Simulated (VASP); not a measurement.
Here is a VASP 6.6.1 calculation.

File INCAR:

```
SYSTEM = LiGa
  ALGO = Normal
  EDIFF = 1E-8
  ENCUT = 520
  GGA = PS
  IBRION = 8
  ISIF = 2
  ISMEAR = -1
  LASPH = .True.
  LCHARG = .True.
  LREAL = .False.
  LWAVE = .False.
  NELM = 100
  NSW = 1
  PREC = Accurate
  SIGMA = 0.08
```

KPOINTS

```
k-points
0
Gamma
  8 8 8
  0 0 0
```

POSCAR

```
LiGa
1.0
    0.0000000000      3.0916506149      3.0916506149
    3.0916506149      0.0000000000      3.0916506149
    3.0916506149      3.0916506149      0.0000000000
Li Ga
2 2
Direct
    0.0000000000      0.0000000000      0.0000000000
    0.2500000000      0.2500000000      0.2500000000
    0.5000000000      0.5000000000      0.5000000000
    0.7500000000      0.7500000000      0.7500000000
```

Potentials or basis: VASP PAW PBE potentials, release 64 (Li_sv, Ga_d).

Launch:

```bash
$ cat potpaw_PBE.64/Li_sv/POTCAR potpaw_PBE.64/Ga_d/POTCAR > POTCAR
$ mpirun -np 1 vasp_std > vasp.out
```

Predict the highest phonon frequency at Γ.

374 cm⁻¹.

Phonon frequencies in cm⁻¹ (negative: imaginary):
```
              q point                                   frequencies
(0.000, 0.000, 0.000)  -1 -1 -1 166 166 166 246 246 246 374 374 374
```
